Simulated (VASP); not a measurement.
# Pb in VASP: settings compared

Pb is run at these levels: PBE, LDA, PBEsol; tasks: single point.

All numbers are computed with VASP 6.6.1; they aren't measurements. Logs are shortened: lines on timing, memory, paths and dates and some standing lists are left out, and cuts for length are marked.

## (1) The cell of the first run

The cell holds a slab with vacuum, 3 atoms: a = 3.480 Å, b = 3.480 Å, c = 20.590 Å, α = 90.00°, β = 90.00°, γ = 120.00°.

## (2) Single point, PBE

Contents of INCAR:

```
ALGO     = Normal         # electronic algorithm
EDIFF    = 1E-6           # SCF threshold, eV
ENCUT    = 520            # plane-wave cutoff, eV
GGA      = PE             # functional
ISIF     = 2              # what is computed and relaxed
ISMEAR   = -1             # smearing method
LASPH    = True           # aspherical terms in the spheres
LCHARG   = True           # write CHGCAR
LELF     = True           # ELF
LREAL    = False          # projectors in reciprocal space
LVHAR    = True         
LWAVE    = False          # write WAVECAR
NBANDS   = 28             # bands
NELM     = 80             # most SCF steps
PREC     = Accurate       # precision mode
SIGMA    = 0.05           # smearing width, eV
```

Contents of KPOINTS:

```
k-points
0
Gamma
  9 9 1
```

Contents of POSCAR:

```
Pb
1.0
    3.4800006906      0.0000000000      0.0000000000
   -1.7400003453      3.0137690032      0.0000000000
    0.0000000000      0.0000000000     20.5900000000
Pb
3
Direct
    0.3333333333      0.6666666666      0.3642544925
    0.6666666667      0.3333333334      0.5000000000
    0.3333333333      0.6666666666      0.6357455075
```

Potentials or basis: VASP PAW PBE potentials, release 64 (Pb_d).

On the command line:

```
cat potpaw_PBE.64/Pb_d/POTCAR > POTCAR
mpirun -np 1 vasp_std > vasp.out
```

OUTCAR:

```text
EDIFF = 1E-6
   ENCUT = 520
   GGA = PE
   ISIF = 2
   ISMEAR = -1
   LASPH = True
   LREAL = False
   NELM = 80
   PREC = Accurate

 ion  position               nearest neighbor table
   1  0.333  0.667  0.364-   2 3.44   2 3.44   2 3.44
   2  0.667  0.333  0.500-   1 3.44   3 3.44   1 3.44   3 3.44   1 3.44   3 3.44
   3  0.333  0.667  0.636-   2 3.44   2 3.44   2 3.44

  LATTYP: Found a hexagonal cell.
 ALAT       =     3.4800006906
 C/A-ratio  =     5.9166654925

  Lattice vectors:

 A1 = (   3.4800006906,   0.0000000000,   0.0000000000)
 A2 = (  -1.7400003453,   3.0137690032,   0.0000000000)
 A3 = (   0.0000000000,   0.0000000000,  20.5900000000)

Analysis of symmetry for initial positions (statically):
=====================================================================
 Subroutine PRICEL returns:
 Original cell was already a primitive cell.

 Routine SETGRP: Setting up the symmetry group for a
 hexagonal supercell.

 Subroutine GETGRP returns: Found 12 space group operations
 (whereof 12 operations were pure point group operations)
 out of a pool of 24 trial point group operations.

The static configuration has the point symmetry D_3h.

Analysis of symmetry for dynamics (positions and initial velocities):
=====================================================================
 Subroutine PRICEL returns:
 Original cell was already a primitive cell.

 Routine SETGRP: Setting up the symmetry group for a
 hexagonal supercell.

 Subroutine GETGRP returns: Found 12 space group operations
 (whereof 12 operations were pure point group operations)
 out of a pool of 24 trial point group operations.

The dynamic configuration has the point symmetry D_3h.

 Subroutine INISYM returns: Found 12 space group operations
 (whereof 12 operations are pure point group operations),
 and found     1 'primitive' translations

----------------------------------------------------------------------------------------

                                     Primitive cell

  volume of cell :     215.9462

  direct lattice vectors                    reciprocal lattice vectors
     3.480000691  0.000000000  0.000000000     0.287356265  0.165905217  0.000000000
    -1.740000345  3.013769003  0.000000000     0.000000000  0.331810434  0.000000000
     0.000000000  0.000000000 20.590000000     0.000000000  0.000000000  0.048567266

  length of vectors
     3.480000691  3.480000691 20.590000000     0.331810434  0.331810434  0.048567266

  position of ions in fractional coordinates (direct lattice)
     0.333333333  0.666666667  0.364254493
     0.666666667  0.333333333  0.500000000
     0.333333333  0.666666667  0.635745507

  ion indices of the primitive-cell ions
   primitive index   ion index
                 1           1
                 2           2
                 3           3

----------------------------------------------------------------------------------------

 KPOINTS: k-points

Automatic generation of k-mesh.
 Grid dimensions read from file:
 generate k-points for:    9    9    1

 Generating k-lattice:

  Cartesian coordinates                     Fractional coordinates (reciprocal lattice)
     0.031928474  0.018433913  0.000000000     0.111111111 -0.000000000  0.000000000
     0.000000000  0.036867826  0.000000000     0.000000000  0.111111111  0.000000000
     0.000000000  0.000000000  0.048567266     0.000000000  0.000000000  1.000000000

  Length of vectors
     0.036867826  0.036867826  0.048567266

  Shift w.r.t. Gamma in fractional coordinates (k-lattice)
     0.000000000  0.000000000  0.000000000

 Subroutine IBZKPT returns following result:
 ===========================================

 Found     12 irreducible k-points:

 Following reciprocal coordinates:
            Coordinates               Weight
  0.000000  0.000000  0.000000      1.000000
  0.111111 -0.000000  0.000000      6.000000
  0.222222 -0.000000  0.000000      6.000000
  0.333333 -0.000000  0.000000      6.000000
  0.444444 -0.000000  0.000000      6.000000
  0.111111  0.111111  0.000000      6.000000
  0.222222  0.111111  0.000000     12.000000
  0.333333  0.111111  0.000000     12.000000
  0.444444  0.111111  0.000000      6.000000
  0.222222  0.222222  0.000000      6.000000
  0.333333  0.222222  0.000000     12.000000
  0.333333  0.333333  0.000000      2.000000
   k-points           NKPTS =     12   k-points in BZ     NKDIM =     12   number of bands    NBANDS=     28
   number of dos      NEDOS =    301   number of ions     NIONS =      3
   total plane-waves  NPLWV = 125440
   dimension x,y,z NGX =    28 NGY =   28 NGZ =  160
   dimension x,y,z NGXF=    56 NGYF=   56 NGZF=  320
   ions per type =               3
   NGX,Y,Z   is equivalent  to a cutoff of  13.38, 13.38, 12.92 a.u.
   NGXF,Y,Z  is equivalent  to a cutoff of  26.75, 26.75, 25.84 a.u.
 SYSTEM =  unknown system
   PREC   = accura    normal or accurate (medium, high low for compatibility)
   ISTART =      0    job   : 0-new  1-cont  2-samecut
   ICHARG =      2    charge: 1-file 2-atom 10-const
   ISPIN  =      1    spin polarized calculation?
   LNONCOLLINEAR =      F non collinear calculations
   LSORBIT =      F    spin-orbit coupling
   LASPH  =      T    aspherical Exc in radial PAW
   ENCUT  =  520.0 eV  38.22 Ry    6.18 a.u.   6.47  6.47 38.28*2*pi/ulx,y,z
   NELM   =     80;   NELMIN=  2; NELMDL= -5     # of ELM steps
   EDIFF  = 0.1E-05   stopping-criterion for ELM
   LREAL  =      F    real-space projection
   EDIFFG = 0.1E-04   stopping-criterion for IOM
   NSW    =      0    number of steps for IOM
   IBRION =     -1    ionic relax: 0-MD 1-quasi-New 2-CG
   NFREE  =      0    steps in history (QN), initial steepest desc. (CG)
   ISIF   =      2    stress and relaxation
   ISYM   =      2    0-nonsym 1-usesym 2-fastsym
   POTIM  = 0.5000    time-step for ionic-motion
   TEBEG  =    0.0;   TEEND  =   0.0 temperature during run
   PSTRESS=    0.0 pullay stress
   NELECT =      42.0000    total number of electrons
   NUPDOWN=      -1.0000    fix difference up-down
   EMIN   =  10.00;   EMAX   =-10.00  energy-range for DOS
   EFERMI =   0.00;   METHOD = LEGACY
   ISMEAR =    -1;   SIGMA  =   0.05  broadening in eV -4-tet -1-fermi 0-gaus
   EFERMI_NEDOS =   21; number of points for ismear=-14 and -15
   IALGO  =     38    algorithm
   IMIX   =      4    mixing-type and parameters
     AMIX     =   0.40;   BMIX     =  1.00
     AMIX_MAG =   1.60;   BMIX_MAG =  1.00
  volume/ion in A,a.u.               =      71.98       485.76
  Fermi-wavevector in a.u.,A,eV,Ry     =   0.948512  1.792427 12.240815  0.899675
  Thomas-Fermi vector in A             =   2.076707
   LORBIT       =      0    0 simple, 1 ext, 2 COOP (PROOUT), +10 PAW based schemes
   GGA     = PE    functional components
   LHFCALC =     F    Hartree Fock is set to
   AEXX    =    0.0000 exact exchange contribution
   IVDW    =     0    specifies the selected vdW correction
   LEPSILON=     F    determine dielectric tensor
   LRPA    =     F    only Hartree local field effects (RPA)
 non-spin polarized calculation
  energy-cutoff  :      520.00
  volume of cell :      215.95
 maximum number of plane-waves:      5897
 NGX is ok and might be reduce to    28
   NGX = 13   NGY = 13   NGZ = 77

 number of electron      42.0000000 magnetization

 Free energy of the ion-electron system (eV)
  ---------------------------------------------------
  ext. energy  EPLUGINS =         0.00000000
  ---------------------------------------------------
  free energy    TOTEN  =       -10.17058969 eV

  energy without entropy =      -10.14389510  energy(sigma->0) =      -10.15724239

 E-fermi :   0.7465     XC(G=0):  -5.0050

 val. band max:        0.7360749987   @ k =   0.2222  -0.0000   0.0000
 cond. band min:       0.7616031021   @ k =   0.3333   0.2222   0.0000
 fundamental gap:      0.0255281034
 Fermi energy:         0.7464554051

 k-point     1 :       0.0000    0.0000    0.0000
  band No.  band energies     occupation
      1     -16.3259      2.00000
      2     -16.3198      2.00000
      3     -16.2758      2.00000
      4     -16.2758      2.00000
      5     -16.2660      2.00000
      6     -16.2660      2.00000
[... 20 lines left out ...]
     27       7.5693      0.00000
     28       7.5693      0.00000

 k-point     2 :       0.1111   -0.0000    0.0000
  band No.  band energies     occupation
      1     -16.3137      2.00000
      2     -16.3103      2.00000
      3     -16.2747      2.00000
      4     -16.2700      2.00000
      5     -16.2478      2.00000
      6     -16.2367      2.00000
[... 20 lines left out ...]
     27       6.0268      0.00000
     28       6.6517      0.00000

 k-point     3 :       0.2222   -0.0000    0.0000
  band No.  band energies     occupation
      1     -16.3329      2.00000
      2     -16.3267      2.00000
      3     -16.2443      2.00000
      4     -16.2443      2.00000
      5     -16.2176      2.00000
      6     -16.1943      2.00000
[... 20 lines left out ...]
     27       5.9611      0.00000
     28       6.0839      0.00000

 k-point     4 :       0.3333   -0.0000    0.0000
  band No.  band energies     occupation
      1     -16.3712      2.00000
      2     -16.3554      2.00000
      3     -16.2723      2.00000
      4     -16.2636      2.00000
      5     -16.1998      2.00000
      6     -16.1987      2.00000
[... 206 lines left out ...]
     27       5.0356      0.00000
     28       6.4526      0.00000

 k-point    11 :       0.3333    0.2222    0.0000
  band No.  band energies     occupation
      1     -16.2999      2.00000
      2     -16.2962      2.00000
      3     -16.2662      2.00000
      4     -16.2566      2.00000
      5     -16.2215      2.00000
      6     -16.1990      2.00000
[... 20 lines left out ...]
     27       4.1455      0.00000
     28       6.9820      0.00000

 k-point    12 :       0.3333    0.3333    0.0000
  band No.  band energies     occupation
      1     -16.3004      2.00000
      2     -16.2804      2.00000
      3     -16.2268      2.00000
      4     -16.2230      2.00000
      5     -16.2203      2.00000
      6     -16.1758      2.00000
[... 20 lines left out ...]
     27       4.5672      0.00000
     28       6.3970      0.00000

------------------------ aborting loop because EDIFF is reached ----------------------------------------

  FORCE on cell =-STRESS in cart. coord.  units (eV):
  Direction    XX          YY          ZZ          XY          YZ          ZX
  --------------------------------------------------------------------------------------
  -------------------------------------------------------------------------------------
  Total        0.0886146      0.0886146      1.2344967      0.0000000      0.0000000      0.0000000
  in kB        0.6574610      0.6574610      9.1591438      0.0000000      0.0000000      0.0000000
  external PRESSURE =       3.4913553 kB  Pullay stress =       0.0000000 kB

 VOLUME and BASIS-vectors are now :
 -----------------------------------------------------------------------------
  energy-cutoff  :      520.00
  volume of cell :      215.95
      direct lattice vectors                 reciprocal lattice vectors
     3.480000691  0.000000000  0.000000000     0.287356265  0.165905217  0.000000000
    -1.740000345  3.013769003  0.000000000     0.000000000  0.331810434  0.000000000
     0.000000000  0.000000000 20.590000000     0.000000000  0.000000000  0.048567266

 POSITION                                       TOTAL-FORCE (eV/Angst)
 -----------------------------------------------------------------------------------
     -0.00000      2.00918      7.50000         0.000000     -0.000000     -0.228927
      1.74000      1.00459     10.29500        -0.000000      0.000000      0.000000
     -0.00000      2.00918     13.09000         0.000000     -0.000000      0.228927
 -----------------------------------------------------------------------------------
    total drift:                                0.000000      0.000000     -0.000000

  FREE ENERGIE OF THE ION-ELECTRON SYSTEM (eV)
  ---------------------------------------------------
  free  energy   TOTEN  =       -10.1705896897 eV

  energy  without entropy=      -10.1438950954  energy(sigma->0) =      -10.15724239
```

Wall time 3.2 min (1 thread of Intel Xeon 8259CL, shared host); peak memory 0.34 GiB.

Results:

```
Free energy            : -10.1706 eV
Largest force          : 0.229 eV/Å
Band gap on the k mesh : zero (bands 21 and 22 overlap by 3.92 eV)
```

Forces in eV/Å, atoms in the order of the input:
```
Pb   0.000  0.000 -0.229
Pb   0.000  0.000  0.000
Pb   0.000  0.000  0.229
```

Caveat: spin-orbit coupling is left out, which moves the levels of the heavy elements.

## (3) Single point, LDA

Contents of INCAR:

```
SYSTEM = Pb
PREC = Accurate
ENCUT = 520
EDIFF = 1E-6
ISMEAR = -1
SIGMA = 0.05
LREAL = .False.
LASPH = .True.
NELM = 60
ALGO = Normal
ISIF = 2
LWAVE = .False.
LCHARG = .True.
GGA = CA
LELF = .True.
LVHAR = .True.
NBANDS = 28
```

Contents of KPOINTS:

```
Automatic mesh
0
Gamma
  9 9 1
  0 0 0
```

POSCAR is that of step 2.

Potentials or basis: VASP PAW LDA potentials, release 64 (Pb_d).

On the command line:

```
cat potpaw_LDA.64/Pb_d/POTCAR > POTCAR
mpirun -np 1 vasp_std > vasp.out
```

Run time: 2.7 min. Hardware: 1 thread of Intel Xeon 8259CL, shared host; peak memory 0.29 GiB.

The run converged. Its results:

```
Free energy            : -12.0420 eV
Largest force          : 0.075 eV/Å
Band gap on the k mesh : zero (bands 21 and 22 overlap by 3.97 eV)
```

Forces in eV/Å, atoms in the order of the input:
```
Pb   0.000  0.000  0.075
Pb   0.000  0.000  0.000
Pb   0.000  0.000 -0.075
```

Levels at points of the mesh, in eV from the Fermi level:
```tsv
k point	band 18	band 19	band 20	band 21	band 22	band 23	band 24	band 25
(0.00, 0.00, 0.00)	-8.73	-3.09	-0.39	2.61	3.82	4.91	5.18	5.99
```

Caveat: spin-orbit coupling is left out, which moves the levels of the heavy elements.

## (4) Single point, PBEsol

Contents of INCAR:

```
PREC = Accurate
ENCUT = 520
EDIFF = 1E-7
ISMEAR = -1
SIGMA = 0.05
LREAL = F
LASPH = T
NELM = 60
ALGO = Normal
ISIF = 2
LWAVE = F
LCHARG = F
GGA = PS
NBANDS = 28
```

Contents of KPOINTS:

```
regular mesh
0
Gamma
  9 9 1
```

POSCAR is that of step 3.

Potentials or basis: VASP PAW PBE potentials, release 64 (Pb_d).

On the command line:

```
cat potpaw_PBE.64/Pb_d/POTCAR > POTCAR
mpirun -np 1 vasp_std > vasp.out
```

Run time: 3.2 min. Hardware: 1 thread of Intel Xeon 8259CL, shared host; peak memory 0.35 GiB.

Results (log left out):

- Free energy: -11.3663 eV
- Largest force: 0.023 eV/Å
- Band gap on the k mesh: zero (bands 21 and 22 overlap by 4.00 eV)

Forces in eV/Å, atoms in the order of the input:
```
Pb   0.000  0.000 -0.023
Pb   0.000  0.000  0.000
Pb   0.000  0.000  0.023
```

Levels at points of the mesh, in eV from the Fermi level:
| k point | band 18 | band 19 | band 20 | band 21 | band 22 | band 23 | band 24 | band 25 |
| --- | --- | --- | --- | --- | --- | --- | --- | --- |
| (0.00, 0.00, 0.00) | -8.73 | -3.10 | -0.38 | 2.62 | 3.67 | 4.76 | 5.06 | 6.05 |

Caveat: the PAW data sets were made with another functional, which shifts forces and pressure a little; spin-orbit coupling is left out, which moves the levels of the heavy elements.

## (5) Summary

| level | potentials or basis | gap on the mesh (eV) | largest force (eV/Å) |
| --- | --- | --- | --- |
| PBE | VASP PAW PBE potentials, release 64 (Pb_d) | none | 0.23 |
| LDA | VASP PAW LDA potentials, release 64 (Pb_d) | none | 0.07 |
| PBEsol | VASP PAW PBE potentials, release 64 (Pb_d) | none | 0.02 |

Alike in all rows: task single point; no spin polarisation; cell as given; k mesh 9 × 9 × 1; cutoff (eV) 520; smearing fermi-dirac 0.05 eV.

Caveats: spin-orbit coupling is left out, which moves the levels of the heavy elements; the PAW data sets were made with another functional, which shifts forces and pressure a little (at least some runs).

Absolute energies hang on the potentials; compare differences alone.
